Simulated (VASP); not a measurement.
# Ca: relaxation of cell and atoms with PBE

Ca:

```
Ca
1.0
     3.21951    0.00000    0.00000
     0.00000    3.21951    0.00000
     0.00000    0.00000    3.21951
Ca
1
Direct
  0.00000 0.00000 0.00000
```

This isn't the form of Ca at room conditions, which is fcc.

| Item | Value |
| --- | --- |
| Program | VASP 6.6.1 |
| Task | relaxation of cell and atoms |
| Functional | PBE |
| Potentials or basis | VASP PAW PBE potentials, release 64 (Ca_sv) |
| Cutoff | 600 eV |
| k mesh | 13 × 13 × 13 |
| Occupations | fermi-dirac, width 0.05 eV |
| Spin | no spin polarisation |
| Dipole correction | no |
| Further INCAR settings | ALGO = Normal; EDIFF = 1e-06; IBRION = 2; EDIFFG = -0.005; NSW = 100; ISIF = 3 |

```
Relaxed volume                        : 43.64 Å³/atom
Relaxed cell                          : a = 3.521 Å, b = 3.521 Å, c = 3.521 Å, α = 90.00°, β = 90.00°, γ = 90.00°
Space group after relaxing (to 0.1 Å) : Pm-3m (No. 221)
Energy gained by relaxing             : 120.6 meV/atom
Ionic steps                           : 7
Pressure after relaxing               : 0.0 GPa
Band gap on the k mesh                : zero (bands 5 and 6 overlap by 0.98 eV)
```

Step by step:
```csv
step,energy change (eV),largest force (eV/Å),pressure (GPa),volume (Å³)
1,0.0000,0.0000,4.48,33.37
2,-0.0909,0.0000,1.87,38.08
3,-0.1199,0.0000,0.24,42.76
4,-0.1205,0.0000,0.02,43.58
5,-0.1205,0.0000,-0.03,43.80
6,-0.1206,0.0000,-0.02,43.73
7,-0.1206,0.0000,0.00,43.64
```

Final structure:
```cif
data_structure
_symmetry_space_group_name_H-M 'P 1'
_symmetry_Int_Tables_number 1
_cell_length_a 3.5208
_cell_length_b 3.5208
_cell_length_c 3.5208
_cell_angle_alpha 90.000
_cell_angle_beta 90.000
_cell_angle_gamma 90.000
_cell_volume 43.64
loop_
_atom_site_label
_atom_site_type_symbol
_atom_site_fract_x
_atom_site_fract_y
_atom_site_fract_z
_atom_site_occupancy
Ca1 Ca 0.00000 0.00000 0.00000 1
```

Levels at points of the mesh, in eV from the Fermi level:
| k point | band 3 | band 4 | band 5 | band 6 | band 7 | band 8 |
| --- | --- | --- | --- | --- | --- | --- |
| (0.00, 0.00, 0.00) | -23.11 | -23.11 | -3.81 | 0.84 | 0.84 | 4.06 |

Wall time 3 min on 1 thread of AMD EPYC 7R13 (shared host), peak memory 0.15 GiB.

Caveat: the volume moved by over 15 % at a fixed basis, so the end points are rough.
